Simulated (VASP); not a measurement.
# Li (P6_3/mmc) in VASP: a series of runs

The runs below take Li through single point, relaxation of cell and atoms, with PBE+D3(BJ).

Program: VASP 6.6.1. These are calculated values, not measurements. Logs are shortened: lines on timing, memory, paths and dates and some standing lists are left out, and cuts for length are marked.

**1. The cell of the first run**

It takes space group P6_3/mmc (No. 194, hexagonal). Conventional cell: a = 2.953 Å, b = 2.953 Å, c = 4.844 Å, α = 90.00°, β = 90.00°, γ = 120.00°. Within 3.9 Å of Li (site symmetry -6m2) lie 12 Li at 2.95 to 2.96 Å.

**2. Single point, PBE+D3(BJ)**

File INCAR:

```
PREC = Accurate
ENCUT = 520
EDIFF = 1E-6
ISMEAR = 0
SIGMA = 0.1
LREAL = False
LASPH = True
NELM = 100
ALGO = Normal
ISIF = 2
LWAVE = False
LCHARG = False
GGA = PE
IVDW = 12
NBANDS = 10
```

File KPOINTS:

```
Automatic mesh
0
Gamma
  18 18 10
```

File POSCAR:

```
Li
1.0
    2.9531605383      0.0000000000      0.0000000000
   -1.4765802691      2.5575120476      0.0000000000
    0.0000000000      0.0000000000      4.8440825750
Li
2
Direct
    0.3333333333      0.6666666667      0.2500000000
    0.6666666667      0.3333333333      0.7500000000
```

Potentials or basis: VASP PAW PBE potentials, release 64 (Li_sv).

The run is started by

```bash
cat potpaw_PBE.64/Li_sv/POTCAR > POTCAR
mpirun -np 1 vasp_std > vasp.out
```

OUTCAR:

```text
PREC = Accurate
   ENCUT = 520
   EDIFF = 1E-6
   ISMEAR = 0
   LREAL = False
   LASPH = True
   NELM = 100
   ISIF = 2
   GGA = PE
   IVDW = 12
 IVDW          = 12

 ion  position               nearest neighbor table
   1  0.333  0.667  0.250-
   2  0.667  0.333  0.750-

  LATTYP: Found a hexagonal cell.
 ALAT       =     2.9531605383
 C/A-ratio  =     1.6403045186

  Lattice vectors:

 A1 = (   2.9531605383,   0.0000000000,   0.0000000000)
 A2 = (  -1.4765802691,   2.5575120476,   0.0000000000)
 A3 = (   0.0000000000,   0.0000000000,   4.8440825750)

Analysis of symmetry for initial positions (statically):
=====================================================================
 Subroutine PRICEL returns:
 Original cell was already a primitive cell.

 Routine SETGRP: Setting up the symmetry group for a
 hexagonal supercell.

 Subroutine GETGRP returns: Found 24 space group operations
 (whereof 12 operations were pure point group operations)
 out of a pool of 24 trial point group operations.

The static configuration has the point symmetry D_3d.
 The point group associated with its full space group is D_6h.

Analysis of symmetry for dynamics (positions and initial velocities):
=====================================================================
 Subroutine PRICEL returns:
 Original cell was already a primitive cell.

 Routine SETGRP: Setting up the symmetry group for a
 hexagonal supercell.

 Subroutine GETGRP returns: Found 24 space group operations
 (whereof 12 operations were pure point group operations)
 out of a pool of 24 trial point group operations.

The dynamic configuration has the point symmetry D_3d.
 The point group associated with its full space group is D_6h.

 Subroutine INISYM returns: Found 24 space group operations
 (whereof 12 operations are pure point group operations),
 and found     1 'primitive' translations

----------------------------------------------------------------------------------------

                                     Primitive cell

  volume of cell :      36.5861

  direct lattice vectors                    reciprocal lattice vectors
     2.953160538  0.000000000  0.000000000     0.338620264  0.195502500  0.000000000
    -1.476580269  2.557512048  0.000000000     0.000000000  0.391005001  0.000000000
     0.000000000  0.000000000  4.844082575     0.000000000  0.000000000  0.206437439

  length of vectors
     2.953160538  2.953160538  4.844082575     0.391005001  0.391005001  0.206437439

  position of ions in fractional coordinates (direct lattice)
     0.333333333  0.666666667  0.250000000
     0.666666667  0.333333333  0.750000000

  ion indices of the primitive-cell ions
   primitive index   ion index
                 1           1
                 2           2

----------------------------------------------------------------------------------------

 KPOINTS: Automatic mesh

Automatic generation of k-mesh.
 Grid dimensions read from file:
 generate k-points for:   18   18   10

 Generating k-lattice:

  Cartesian coordinates                     Fractional coordinates (reciprocal lattice)
     0.018812237  0.010861250  0.000000000     0.055555556  0.000000000  0.000000000
     0.000000000  0.021722500  0.000000000     0.000000000  0.055555556  0.000000000
     0.000000000  0.000000000  0.020643744     0.000000000  0.000000000  0.100000000

  Length of vectors
     0.021722500  0.021722500  0.020643744

  Shift w.r.t. Gamma in fractional coordinates (k-lattice)
     0.000000000  0.000000000  0.000000000

 Subroutine IBZKPT returns following result:
 ===========================================

 Found    222 irreducible k-points:

 Following reciprocal coordinates:
            Coordinates               Weight
  0.000000  0.000000  0.000000      1.000000
  0.055556 -0.000000  0.000000      6.000000
  0.111111 -0.000000  0.000000      6.000000
  0.166667 -0.000000  0.000000      6.000000
  0.222222  0.000000  0.000000      6.000000
  0.277778 -0.000000  0.000000      6.000000
[... 16 lines left out ...]
  0.333333  0.111111  0.000000     12.000000
  0.388889  0.111111  0.000000     12.000000
 [... further k-points ...]
   k-points           NKPTS =    222   k-points in BZ     NKDIM =    222   number of bands    NBANDS=     10
   number of dos      NEDOS =    301   number of ions     NIONS =      2
   total plane-waves  NPLWV =  20736
   dimension x,y,z NGX =    24 NGY =   24 NGZ =   36
   dimension x,y,z NGXF=    48 NGYF=   48 NGZF=   72
   ions per type =               2
   NGX,Y,Z   is equivalent  to a cutoff of  13.51, 13.51, 12.35 a.u.
   NGXF,Y,Z  is equivalent  to a cutoff of  27.02, 27.02, 24.71 a.u.
 SYSTEM =  unknown system
   PREC   = accura    normal or accurate (medium, high low for compatibility)
   ISTART =      0    job   : 0-new  1-cont  2-samecut
   ICHARG =      2    charge: 1-file 2-atom 10-const
   ISPIN  =      1    spin polarized calculation?
   LNONCOLLINEAR =      F non collinear calculations
   LSORBIT =      F    spin-orbit coupling
   LASPH  =      T    aspherical Exc in radial PAW
   ENCUT  =  520.0 eV  38.22 Ry    6.18 a.u.   5.49  5.49  9.01*2*pi/ulx,y,z
   NELM   =    100;   NELMIN=  2; NELMDL= -5     # of ELM steps
   EDIFF  = 0.1E-05   stopping-criterion for ELM
   LREAL  =      F    real-space projection
   EDIFFG = 0.1E-04   stopping-criterion for IOM
   NSW    =      0    number of steps for IOM
   IBRION =     -1    ionic relax: 0-MD 1-quasi-New 2-CG
   NFREE  =      0    steps in history (QN), initial steepest desc. (CG)
   ISIF   =      2    stress and relaxation
   ISYM   =      2    0-nonsym 1-usesym 2-fastsym
   POTIM  = 0.5000    time-step for ionic-motion
   TEBEG  =    0.0;   TEEND  =   0.0 temperature during run
   PSTRESS=    0.0 pullay stress
   NELECT =       6.0000    total number of electrons
   NUPDOWN=      -1.0000    fix difference up-down
   EMIN   =  10.00;   EMAX   =-10.00  energy-range for DOS
   EFERMI =   0.00;   METHOD = LEGACY
   ISMEAR =     0;   SIGMA  =   0.10  broadening in eV -4-tet -1-fermi 0-gaus
   EFERMI_NEDOS =   21; number of points for ismear=-14 and -15
   IALGO  =     38    algorithm
   IMIX   =      4    mixing-type and parameters
     AMIX     =   0.40;   BMIX     =  1.00
     AMIX_MAG =   1.60;   BMIX_MAG =  1.00
  volume/ion in A,a.u.               =      18.29       123.45
  Fermi-wavevector in a.u.,A,eV,Ry     =   0.896093  1.693370 10.925246  0.802983
  Thomas-Fermi vector in A             =   2.018508
   LORBIT       =      0    0 simple, 1 ext, 2 COOP (PROOUT), +10 PAW based schemes
   GGA     = PE    functional components
   LHFCALC =     F    Hartree Fock is set to
   AEXX    =    0.0000 exact exchange contribution
   IVDW    =    12    specifies the selected vdW correction
   LEPSILON=     F    determine dielectric tensor
   LRPA    =     F    only Hartree local field effects (RPA)
 non-spin polarized calculation
 Gauss-broadening in eV      SIGMA  =   0.10
  energy-cutoff  :      520.00
  volume of cell :       36.59
 maximum number of plane-waves:      1014
 NGX is ok and might be reduce to    24
   NGX = 11   NGY = 11   NGZ = 19

 number of electron       6.0000007 magnetization

 Free energy of the ion-electron system (eV)
  ---------------------------------------------------
  ext. energy  EPLUGINS =         0.00000000
  ---------------------------------------------------
  free energy    TOTEN  =        -3.79570552 eV

  energy without entropy =       -3.79139937  energy(sigma->0) =       -3.79355244

 E-fermi :   0.9201     XC(G=0):  -7.2989

 val. band max:        0.9183655516   @ k =   0.1667   0.1667   0.3000
 cond. band min:       0.9463830449   @ k =   0.3889   0.1111   0.3000
 fundamental gap:      0.0280174933
 Fermi energy:         0.9201190687

 k-point     1 :       0.0000    0.0000    0.0000
  band No.  band energies     occupation
      1     -45.4343      2.00000
      2     -45.4075      2.00000
      3      -2.7648      2.00000
      4       0.8362      1.76487
      5       4.1656      0.00000
      6      14.3590      0.00000
      7      14.3590      0.00000
      8      15.8388      0.00000
      9      15.8389      0.00000
     10      16.4042      0.00000

 k-point     2 :       0.0556   -0.0000    0.0000
  band No.  band energies     occupation
      1     -45.4336      2.00000
      2     -45.4071      2.00000
      3      -2.7138      2.00000
      4       0.9059      1.15982
      5       4.1809      0.00000
      6      13.7440      0.00000
      7      13.9092      0.00000
      8      15.8335      0.00000
      9      16.1461      0.00000
     10      16.3570      0.00000

 k-point     3 :       0.1111   -0.0000    0.0000
  band No.  band energies     occupation
      1     -45.4315      2.00000
      2     -45.4062      2.00000
      3      -2.5612      2.00000
      4       1.1148      0.00589
      5       4.2240      0.00000
      6      12.4036      0.00000
      7      13.1204      0.00000
      8      15.8053      0.00000
      9      16.1266      0.00000
     10      16.3933      0.00000

 k-point     4 :       0.1667   -0.0000    0.0000
  band No.  band energies     occupation
      1     -45.4281      2.00000
      2     -45.4047      2.00000
      3      -2.3063      2.00000
      4       1.4628      0.00000
      5       4.2849      0.00000
      6      10.8982      0.00000
      7      12.3396      0.00000
      8      15.4124      0.00000
      9      15.5502      0.00000
     10      16.0145      0.00000

 k-point     5 :       0.2222    0.0000    0.0000
  band No.  band energies     occupation
      1     -45.4239      2.00000
      2     -45.4029      2.00000
      3      -1.9491      2.00000
      4       1.9490      0.00000
      5       4.3306      0.00000
      6       9.4771      0.00000
      7      11.6446      0.00000
      8      14.0703      0.00000
      9      14.2124      0.00000
     10      15.8293      0.00000

 k-point     6 :       0.2778   -0.0000    0.0000
  band No.  band energies     occupation
      1     -45.4194      2.00000
      2     -45.4011      2.00000
      3      -1.4904      2.00000
      4       2.5722      0.00000
      5       4.2769      0.00000
      6       8.3077      0.00000
      7      11.0613      0.00000
      8      12.4609      0.00000
      9      12.8477      0.00000
     10      15.3933      0.00000
[... 183 lines left out ...]
 k-point    21 :       0.2222    0.1111    0.0000
  band No.  band energies     occupation
      1     -45.4179      2.00000
      2     -45.4006      2.00000
      3      -1.3336      2.00000
      4       2.7797      0.00000
      5       4.3748      0.00000
      6       7.9834      0.00000
      7       9.8494      0.00000
      8      12.5525      0.00000
      9      13.5173      0.00000
     10      14.7026      0.00000

 k-point    22 :       0.2778    0.1111    0.0000
  band No.  band energies     occupation
      1     -45.4136      2.00000
      2     -45.3994      2.00000
      3      -0.7730      2.00000
      4       3.5362      0.00000
      5       4.1334      0.00000
      6       7.1693      0.00000
      7       9.2292      0.00000
      8      10.9978      0.00000
      9      12.6177      0.00000
     10      14.3875      0.00000

 k-point    23 :       0.3333    0.1111    0.0000
  band No.  band energies     occupation
      1     -45.4098      2.00000
      2     -45.3986      2.00000
      3      -0.1231      2.00000
      4       3.5296      0.00000
      5       4.4190      0.00000
      6       6.9152      0.00000
      7       8.6339      0.00000
      8       9.4995      0.00000
      9      11.9413      0.00000
     10      14.1613      0.00000

 k-point    24 :       0.3889    0.1111    0.0000
  band No.  band energies     occupation
      1     -45.4070      2.00000
      2     -45.3984      2.00000
      3       0.5714      2.00000
      4       2.7415      0.00000
      5       5.3964      0.00000
      6       7.0856      0.00000
      7       8.0682      0.00000
      8       8.1409      0.00000
      9      11.5277      0.00000
     10      14.0147      0.00000

 [... further k-points ...]

------------------------ aborting loop because EDIFF is reached ----------------------------------------

 Edisp (eV)   -0.37474

 E8    (eV) :    -0.1558

  FORCE on cell =-STRESS in cart. coord.  units (eV):
  Direction    XX          YY          ZZ          XY          YZ          ZX
  --------------------------------------------------------------------------------------
  -------------------------------------------------------------------------------------
  Total      -0.02780    -0.02780    -0.01586    -0.00000    -0.00000     0.00000
  in kB      -1.21750    -1.21750    -0.69458    -0.00000    -0.00000     0.00000
  external pressure =       -1.04 kB  Pullay stress =        0.00 kB

 VOLUME and BASIS-vectors are now :
 -----------------------------------------------------------------------------
  energy-cutoff  :      520.00
  volume of cell :       36.59
      direct lattice vectors                 reciprocal lattice vectors
     2.953160538  0.000000000  0.000000000     0.338620264  0.195502500  0.000000000
    -1.476580269  2.557512048  0.000000000     0.000000000  0.391005001  0.000000000
     0.000000000  0.000000000  4.844082575     0.000000000  0.000000000  0.206437439

 POSITION                                       TOTAL-FORCE (eV/Angst)
 -----------------------------------------------------------------------------------
     -0.00000      1.70501      1.21102         0.000000     -0.000000      0.000000
      1.47658      0.85250      3.63306        -0.000000      0.000000      0.000000
 -----------------------------------------------------------------------------------
    total drift:                                0.000000     -0.000000      0.000000

  FREE ENERGIE OF THE ION-ELECTRON SYSTEM (eV)
  ---------------------------------------------------
  free  energy   TOTEN  =        -4.1704477135 eV

  energy  without entropy=       -4.1661415674  energy(sigma->0) =       -4.16829464
```

Wall time 16 s (1 thread of Intel Xeon 6975P-C (Granite Rapids), shared host); peak memory 0.19 GiB.

What came out:

```yaml
Free_energy: -4.1704 eV
Band_gap_on_the_k_mesh: zero (band 3 reaches 3.23 eV, above the bottom of band 4 at -1.62 eV)
Dispersion_energy_per_atom: -0.187 eV
```

Caveat: the cutoff is under 1.25 times the usual one of these potentials, so pressure, stress and relaxed cells hold a basis-set (Pulay) error; pairwise dispersion overbinds metals, which lowers pressure and volume.

(Part 1 of 2 ends here.)
